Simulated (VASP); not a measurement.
# PbF2 (Fm-3m) in VASP: notebook, part 2 of 3

VASP 6.6.1. The steps go on from the part before.

**4. Relaxation of cell and atoms, LDA**

This run uses another cell than the first one, of 17.35 Å³/atom.

Contents of INCAR:

```
PREC = Accurate
ENCUT = 600
EDIFF = 1E-7
ISMEAR = -1
SIGMA = 0.05
LREAL = F
LASPH = T
NELM = 120
ALGO = Normal
ISIF = 3
LWAVE = F
LCHARG = F
GGA = CA
IBRION = 2
NSW = 60
EDIFFG = -0.01
GGA_COMPAT = F
NELMIN = 4
```

Contents of KPOINTS:

```
regular mesh
0
Gamma
  8 8 8
```

Contents of POSCAR:

```
PbF2
1.0
    0.0000000000      2.9636600000      2.9636600000
    2.9636600000      0.0000000000      2.9636600000
    2.9636600000      2.9636600000      0.0000000000
Pb F
1 2
Direct
    0.0000000000      0.0000000000      0.0000000000
    0.7500000000      0.7500000000      0.7500000000
    0.2500000000      0.2500000000      0.2500000000
```

Potentials or basis: VASP PAW LDA potentials, release 64 (Pb_d, F).

Launch:

```
$ cat potpaw_LDA.64/Pb_d/POTCAR potpaw_LDA.64/F/POTCAR > POTCAR
$ mpirun -np 1 vasp_std > vasp.out
```

OUTCAR:

```text
PREC = Accurate
   ENCUT = 600
   EDIFF = 1E-7
   ISMEAR = -1
   LREAL = F
   LASPH = T
   NELM = 120
   ISIF = 3
   GGA = CA
   IBRION = 2
   NSW = 60
   EDIFFG = -0.01
   NELMIN = 4

 ion  position               nearest neighbor table
   1  0.000  0.000  0.000-   2 2.57   2 2.57   2 2.57   3 2.57   3 2.57   3 2.57   3 2.57   2 2.57

   2  0.750  0.750  0.750-   1 2.57   1 2.57   1 2.57   1 2.57
   3  0.250  0.250  0.250-   1 2.57   1 2.57   1 2.57   1 2.57

  LATTYP: Found a face centered cubic cell.
 ALAT       =     5.9273200000

  Lattice vectors:

 A1 = (   0.0000000000,   2.9636600000,   2.9636600000)
 A2 = (   2.9636600000,   0.0000000000,   2.9636600000)
 A3 = (   2.9636600000,   2.9636600000,   0.0000000000)

Analysis of symmetry for initial positions (statically):
=====================================================================
 Subroutine PRICEL returns:
 Original cell was already a primitive cell.

 Routine SETGRP: Setting up the symmetry group for a
 face centered cubic supercell.

 Subroutine GETGRP returns: Found 48 space group operations
 (whereof 48 operations were pure point group operations)
 out of a pool of 48 trial point group operations.

The static configuration has the point symmetry O_h .

Analysis of symmetry for dynamics (positions and initial velocities):
=====================================================================
 Subroutine PRICEL returns:
 Original cell was already a primitive cell.

 Routine SETGRP: Setting up the symmetry group for a
 face centered cubic supercell.

 Subroutine GETGRP returns: Found 48 space group operations
 (whereof 48 operations were pure point group operations)
 out of a pool of 48 trial point group operations.

The dynamic configuration has the point symmetry O_h .

 Subroutine INISYM returns: Found 48 space group operations
 (whereof 48 operations are pure point group operations),
 and found     1 'primitive' translations

----------------------------------------------------------------------------------------

                                     Primitive cell

  volume of cell :      52.0613

  direct lattice vectors                    reciprocal lattice vectors
     0.000000000  2.963660000  2.963660000    -0.168710311  0.168710311  0.168710311
     2.963660000  0.000000000  2.963660000     0.168710311 -0.168710311  0.168710311
     2.963660000  2.963660000  0.000000000     0.168710311  0.168710311 -0.168710311

  length of vectors
     4.191248166  4.191248166  4.191248166     0.292214830  0.292214830  0.292214830

  position of ions in fractional coordinates (direct lattice)
     0.000000000  0.000000000  0.000000000
     0.750000000  0.750000000  0.750000000
     0.250000000  0.250000000  0.250000000

  ion indices of the primitive-cell ions
   primitive index   ion index
                 1           1
                 2           2
                 3           3

----------------------------------------------------------------------------------------

 KPOINTS: regular mesh

Automatic generation of k-mesh.
 Grid dimensions read from file:
 generate k-points for:    8    8    8

 Generating k-lattice:

  Cartesian coordinates                     Fractional coordinates (reciprocal lattice)
    -0.021088789  0.021088789  0.021088789     0.125000000  0.000000000  0.000000000
     0.021088789 -0.021088789  0.021088789     0.000000000  0.125000000  0.000000000
     0.021088789  0.021088789 -0.021088789     0.000000000  0.000000000  0.125000000

  Length of vectors
     0.036526854  0.036526854  0.036526854

  Shift w.r.t. Gamma in fractional coordinates (k-lattice)
     0.000000000  0.000000000  0.000000000

 Subroutine IBZKPT returns following result:
 ===========================================

 Found     29 irreducible k-points:

 Following reciprocal coordinates:
            Coordinates               Weight
  0.000000  0.000000  0.000000      1.000000
  0.125000  0.000000  0.000000      8.000000
  0.250000  0.000000  0.000000      8.000000
  0.375000  0.000000  0.000000      8.000000
  0.500000  0.000000  0.000000      4.000000
  0.125000  0.125000  0.000000      6.000000
[... 16 lines left out ...]
  0.500000  0.250000  0.125000     48.000000
 -0.375000  0.250000  0.125000     24.000000
 [... further k-points ...]
   k-points           NKPTS =     29   k-points in BZ     NKDIM =     29   number of bands    NBANDS=     18
   number of dos      NEDOS =    301   number of ions     NIONS =      3
   total plane-waves  NPLWV =  46656
   dimension x,y,z NGX =    36 NGY =   36 NGZ =   36
   dimension x,y,z NGXF=    72 NGYF=   72 NGZF=   72
   ions per type =               1   2
   NGX,Y,Z   is equivalent  to a cutoff of  14.28, 14.28, 14.28 a.u.
   NGXF,Y,Z  is equivalent  to a cutoff of  28.56, 28.56, 28.56 a.u.
 SYSTEM =  unknown system
   PREC   = accura    normal or accurate (medium, high low for compatibility)
   ISTART =      0    job   : 0-new  1-cont  2-samecut
   ICHARG =      2    charge: 1-file 2-atom 10-const
   ISPIN  =      1    spin polarized calculation?
   LNONCOLLINEAR =      F non collinear calculations
   LSORBIT =      F    spin-orbit coupling
   LASPH  =      T    aspherical Exc in radial PAW
   ENCUT  =  600.0 eV  44.10 Ry    6.64 a.u.   8.37  8.37  8.37*2*pi/ulx,y,z
   NELM   =    120;   NELMIN=  4; NELMDL= -5     # of ELM steps
   EDIFF  = 0.1E-06   stopping-criterion for ELM
   LREAL  =      F    real-space projection
   EDIFFG = -.1E-01   stopping-criterion for IOM
   NSW    =     60    number of steps for IOM
   IBRION =      2    ionic relax: 0-MD 1-quasi-New 2-CG
   NFREE  =      1    steps in history (QN), initial steepest desc. (CG)
   ISIF   =      3    stress and relaxation
   ISYM   =      2    0-nonsym 1-usesym 2-fastsym
   POTIM  = 0.5000    time-step for ionic-motion
   TEBEG  =    0.0;   TEEND  =   0.0 temperature during run
   PSTRESS=    0.0 pullay stress
   NELECT =      28.0000    total number of electrons
   NUPDOWN=      -1.0000    fix difference up-down
   EMIN   =  10.00;   EMAX   =-10.00  energy-range for DOS
   EFERMI =   0.00;   METHOD = LEGACY
   ISMEAR =    -1;   SIGMA  =   0.05  broadening in eV -4-tet -1-fermi 0-gaus
   EFERMI_NEDOS =   21; number of points for ismear=-14 and -15
   IALGO  =     38    algorithm
   IMIX   =      4    mixing-type and parameters
     AMIX     =   0.40;   BMIX     =  1.00
     AMIX_MAG =   1.60;   BMIX_MAG =  1.00
  volume/ion in A,a.u.               =      17.35       117.11
  Fermi-wavevector in a.u.,A,eV,Ry     =   1.331340  2.515869 24.115883  1.772467
  Thomas-Fermi vector in A             =   2.460359
   LORBIT       =      0    0 simple, 1 ext, 2 COOP (PROOUT), +10 PAW based schemes
   GGA     = CA    functional components
   LHFCALC =     F    Hartree Fock is set to
   AEXX    =    0.0000 exact exchange contribution
   IVDW    =     0    specifies the selected vdW correction
   LEPSILON=     F    determine dielectric tensor
   LRPA    =     F    only Hartree local field effects (RPA)
 conjugate gradient relaxation of ions
 non-spin polarized calculation
  energy-cutoff  :      600.00
  volume of cell :       52.06
 maximum number of plane-waves:      1807
 NGX is ok and might be reduce to    36
   NGX = 17   NGY = 17   NGZ = 17

--------------------------------------- Ionic step        1  -------------------------------------------

 number of electron      28.0000008 magnetization

 Free energy of the ion-electron system (eV)
  ---------------------------------------------------
  ext. energy  EPLUGINS =         0.00000000
  ---------------------------------------------------
  free energy    TOTEN  =       -15.91896004 eV

  energy without entropy =      -15.91896004  energy(sigma->0) =      -15.91896004

 E-fermi :   2.6279     XC(G=0): -10.0648

 val. band max:        1.5033457185   @ k =  -0.2500   0.5000   0.2500
 cond. band min:       5.7253924041   @ k =   0.5000   0.5000   0.0000
 fundamental gap:      4.2220466856
 Fermi energy:         2.6278988895

 k-point     1 :       0.0000    0.0000    0.0000
  band No.  band energies     occupation
      1     -19.2036      2.00000
      2     -18.5326      2.00000
      3     -12.8327      2.00000
      4     -12.8327      2.00000
      5     -12.8327      2.00000
      6     -12.7599      2.00000
[... 10 lines left out ...]
     17       8.0766      0.00000
     18      11.7632      0.00000
[... 554 lines left out ...]
  energy  without entropy=      -15.9626399377  energy(sigma->0) =      -15.96263994

--------------------------------------- Ionic step        3  -------------------------------------------

 number of electron      28.0000002 magnetization

 Free energy of the ion-electron system (eV)
  ---------------------------------------------------
  ext. energy  EPLUGINS =         0.00000000
  ---------------------------------------------------
  free energy    TOTEN  =       -15.96486675 eV

  energy without entropy =      -15.96486675  energy(sigma->0) =      -15.96486675

 E-fermi :   3.4459     XC(G=0): -10.3669

 val. band max:        2.2836186430   @ k =  -0.2500   0.5000   0.2500
 cond. band min:       6.4867855985   @ k =   0.5000   0.5000   0.0000
 fundamental gap:      4.2031669555
 Fermi energy:         3.4458707363

 k-point     1 :       0.0000    0.0000    0.0000
  band No.  band energies     occupation
      1     -18.9517      2.00000
      2     -18.1583      2.00000
      3     -12.1581      2.00000
      4     -12.1581      2.00000
      5     -12.1581      2.00000
      6     -12.0526      2.00000
[... 10 lines left out ...]
     17       8.8904      0.00000
     18      12.6677      0.00000
[... 513 lines left out ...]
  FREE ENERGIE OF THE ION-ELECTRON SYSTEM (eV)
  ---------------------------------------------------
  free  energy   TOTEN  =       -15.9648667527 eV

  energy  without entropy=      -15.9648667526  energy(sigma->0) =      -15.96486675

 reached required accuracy - stopping structural energy minimisation
```

OSZICAR:

```text
N       E                     dE             d eps       ncg     rms          rms(c)
DAV:   1     0.317215314307E+03    0.31722E+03   -0.16325E+04  1044   0.195E+03
DAV:   2     0.991993014693E+01   -0.30730E+03   -0.29725E+03  1202   0.481E+02
DAV:   3    -0.168786711289E+02   -0.26799E+02   -0.26551E+02  1188   0.156E+02
[... 27 lines left out ...]
DAV:   3    -0.159654971436E+02    0.42051E-02   -0.12292E-02  1324   0.195E+00    0.148E-01
DAV:   4    -0.159648780298E+02    0.61911E-03   -0.35360E-03  1170   0.954E-01    0.514E-02
DAV:   5    -0.159648942219E+02   -0.16192E-04   -0.48715E-04  1156   0.297E-01    0.296E-02
DAV:   6    -0.159648672313E+02    0.26991E-04   -0.11491E-04  1330   0.157E-01    0.699E-03
DAV:   7    -0.159648667418E+02    0.48950E-06   -0.91524E-06  1168   0.304E-02    0.130E-03
DAV:   8    -0.159648667527E+02   -0.10867E-07   -0.47144E-07  1254   0.719E-03
   3 F= -.15964867E+02 E0= -.15964867E+02  d E =-.459067E-01
```

Run time: 59 s. Hardware: 1 thread of Intel Xeon Platinum 8375C at 2.90GHz (Ice Lake), shared host; peak memory 0.19 GiB.

Results:

* Free energy: -15.9649 eV
* Relaxed volume: 16.34 Å³/atom
* Relaxed cell: a = 4.108 Å, b = 4.108 Å, c = 4.108 Å, α = 60.00°, β = 60.00°, γ = 60.00°
* Space group after relaxing (to 0.1 Å): Fm-3m (No. 225)
* Energy gained by relaxing: 15.3 meV/atom
* Ionic steps: 3
* Pressure after relaxing: 0.0 GPa
* Band gap on the k mesh: 4.20 eV (least direct gap 4.37 eV)

The path:
| step | energy change (eV) | largest force (eV/Å) | pressure (GPa) | volume (Å³) |
| --- | --- | --- | --- | --- |
| 1 | 0.0000 | 0.0000 | -4.58 | 52.06 |
| 2 | -0.0437 | 0.0000 | 1.16 | 48.41 |
| 3 | -0.0459 | 0.0000 | 0.01 | 49.03 |

Final structure:
```xyz
3
Lattice="0.0000 2.9050 2.9050 2.9050 0.0000 2.9050 2.9050 2.9050 0.0000" Properties=species:S:1:pos:R:3 pbc="T T T"
Pb    0.0000    0.0000    0.0000
F     4.3574    4.3574    4.3574
F     1.4525    1.4525    1.4525
```

Caveat: spin-orbit coupling is left out, which moves the levels of the heavy elements.

**5. Relaxation of cell and atoms, PBE**

This run uses another cell than the first one, of 17.35 Å³/atom.

Contents of INCAR:

```
SYSTEM = PbF2
ALGO = Normal
EDIFF = 1E-7
EDIFFG = -0.01
ENCUT = 600
GGA = PE
GGA_COMPAT = .False.
IBRION = 2
ISIF = 3
ISMEAR = -1
LASPH = .True.
LCHARG = .False.
LREAL = .False.
LWAVE = .False.
NELM = 120
NELMIN = 4
NSW = 60
PREC = Accurate
SIGMA = 0.05
```

Contents of KPOINTS:

```
k-points
0
Gamma
  8 8 8
  0 0 0
```

POSCAR is that of step 4.

Potentials or basis: VASP PAW PBE potentials, release 64 (Pb_d, F).

Launch:

```
$ cat potpaw_PBE.64/Pb_d/POTCAR potpaw_PBE.64/F/POTCAR > POTCAR
$ mpirun -np 1 vasp_std > vasp.out
```

OUTCAR:

```text
SYSTEM = PbF2
   EDIFF = 1E-7
   EDIFFG = -0.01
   ENCUT = 600
   GGA = PE
   IBRION = 2
   ISIF = 3
   ISMEAR = -1
   LASPH = .True.
   LREAL = .False.
   NELM = 120
   NELMIN = 4
   NSW = 60
   PREC = Accurate

 ion  position               nearest neighbor table
   1  0.000  0.000  0.000-   2 2.57   2 2.57   2 2.57   3 2.57   3 2.57   3 2.57   3 2.57   2 2.57

   2  0.750  0.750  0.750-   1 2.57   1 2.57   1 2.57   1 2.57
   3  0.250  0.250  0.250-   1 2.57   1 2.57   1 2.57   1 2.57

  LATTYP: Found a face centered cubic cell.
 ALAT       =     5.9273200000

  Lattice vectors:

 A1 = (   0.0000000000,   2.9636600000,   2.9636600000)
 A2 = (   2.9636600000,   0.0000000000,   2.9636600000)
 A3 = (   2.9636600000,   2.9636600000,   0.0000000000)

Analysis of symmetry for initial positions (statically):
[... 254 lines left out ...]
  ext. energy  EPLUGINS =         0.00000000
  ---------------------------------------------------
  free energy    TOTEN  =       -14.35054571 eV

  energy without entropy =      -14.35054571  energy(sigma->0) =      -14.35054571

 E-fermi :   2.6368     XC(G=0):  -9.2394

 val. band max:        1.4816937191   @ k =  -0.2500   0.5000   0.2500
 cond. band min:       5.9011368041   @ k =   0.5000   0.5000   0.0000
 fundamental gap:      4.4194430850
 Fermi energy:         2.6368444506

 k-point     1 :       0.0000    0.0000    0.0000
  band No.  band energies     occupation
      1     -19.3474      2.00000
      2     -18.7853      2.00000
      3     -12.9214      2.00000
      4     -12.9214      2.00000
      5     -12.9214      2.00000
      6     -12.8782      2.00000
[... 481 lines left out ...]
      5     -12.8545      2.00000
      6     -12.8264      2.00000
[... 10 lines left out ...]
     17       9.1082      0.00000
     18      12.4321      0.00000

 [... further k-points ...]
[... 5 lines left out ...]
  --------------------------------------------------------------------------------------
  -------------------------------------------------------------------------------------
  Total        0.0011065      0.0011065      0.0011065      0.0000000      0.0000000     -0.0000000
  in kB        0.0329236      0.0329236      0.0329236      0.0000000      0.0000000     -0.0000000
  external PRESSURE =       0.0329236 kB  Pullay stress =       0.0000000 kB
[... 18 lines left out ...]
  FREE ENERGIE OF THE ION-ELECTRON SYSTEM (eV)
  ---------------------------------------------------
  free  energy   TOTEN  =       -14.3505457062 eV

  energy  without entropy=      -14.3505457061  energy(sigma->0) =      -14.35054571

 reached required accuracy - stopping structural energy minimisation
```

OSZICAR:

```text
N       E                     dE             d eps       ncg     rms          rms(c)
DAV:   1     0.322042910764E+03    0.32204E+03   -0.16371E+04  1044   0.196E+03
DAV:   2     0.123924256160E+02   -0.30965E+03   -0.29958E+03  1204   0.485E+02
DAV:   3    -0.153396961505E+02   -0.27732E+02   -0.27444E+02  1180   0.158E+02
[... 29 lines left out ...]
DAV:   4    -0.143505413901E+02    0.72882E-04   -0.44698E-04  1210   0.319E-01    0.181E-02
DAV:   5    -0.143505492367E+02   -0.78466E-05   -0.64365E-05  1108   0.101E-01    0.117E-02
DAV:   6    -0.143505457455E+02    0.34912E-05   -0.17776E-05  1328   0.554E-02    0.208E-03
DAV:   7    -0.143505457171E+02    0.28366E-07   -0.11061E-06  1168   0.961E-03    0.369E-04
DAV:   8    -0.143505457062E+02    0.10938E-07   -0.32896E-08   598   0.171E-03
   3 F= -.14350546E+02 E0= -.14350546E+02  d E =-.131343E-01
```

CONTCAR:

```text
PbF2
   1.00000000000000
     0.0000000000000000    2.9971063166952914    2.9971063166952914
     2.9971063166952914   -0.0000000000000000    2.9971063166952914
     2.9971063166952914    2.9971063166952914    0.0000000000000000
  Pb              F
     1     2
Direct
     0.0000000000000000    0.0000000000000000    0.0000000000000000
     0.7500000000000000    0.7500000000000000    0.7500000000000000
     0.2500000000000000    0.2500000000000000    0.2500000000000000

  0.00000000E+00  0.00000000E+00  0.00000000E+00
  0.00000000E+00  0.00000000E+00  0.00000000E+00
  0.00000000E+00  0.00000000E+00  0.00000000E+00
```

Run time: 60 s. Hardware: 1 thread of Intel Xeon Platinum 8375C at 2.90GHz (Ice Lake), shared host; peak memory 0.22 GiB.

Results:

```yaml
Free_energy: -14.3505 eV
Relaxed_volume: 17.95 Å³/atom
Relaxed_cell: a = 4.239 Å, b = 4.239 Å, c = 4.239 Å, α = 60.00°, β = 60.00°, γ = 60.00°
Space_group_after_relaxing_to_0.1_Å: Fm-3m (No. 225)
Energy_gained_by_relaxing: 4.4 meV/atom
Ionic_steps: 3
Pressure_after_relaxing: 0.0 GPa
Band_gap_on_the_k_mesh: 4.42 eV (least direct gap 4.56 eV)
```

Step by step:
```tsv
step	energy change (eV)	largest force (eV/Å)	pressure (GPa)	volume (Å³)
1	0.0000	0.0000	2.44	52.06
2	-0.0129	0.0000	-0.28	54.08
3	-0.0131	0.0000	0.00	53.84
```

Final structure:
```
Pb F
1.0
     0.00000    2.99711    2.99711
     2.99711    0.00000    2.99711
     2.99711    2.99711    0.00000
Pb F
1 2
Direct
  0.00000 0.00000 0.00000
  0.75000 0.75000 0.75000
  0.25000 0.25000 0.25000
```

Levels at points of the mesh, in eV from the valence-band top:
```csv
k point,band 12,band 13,band 14,band 15,band 16,band 17
"(0.00, 0.00, 0.00)",-1.77,-1.77,-1.77,6.74,6.74,6.74
"(0.50, 0.00, 0.00)",-1.94,-1.94,-0.01,5.03,7.56,7.56
"(0.50, 0.50, 0.00)",-1.37,-1.37,-0.14,4.42,7.78,7.78
```

Caveat: spin-orbit coupling is left out, which moves the levels of the heavy elements. PBE usually gives volumes a little too large and moduli too small.

(Part 2 of 3 ends here.)
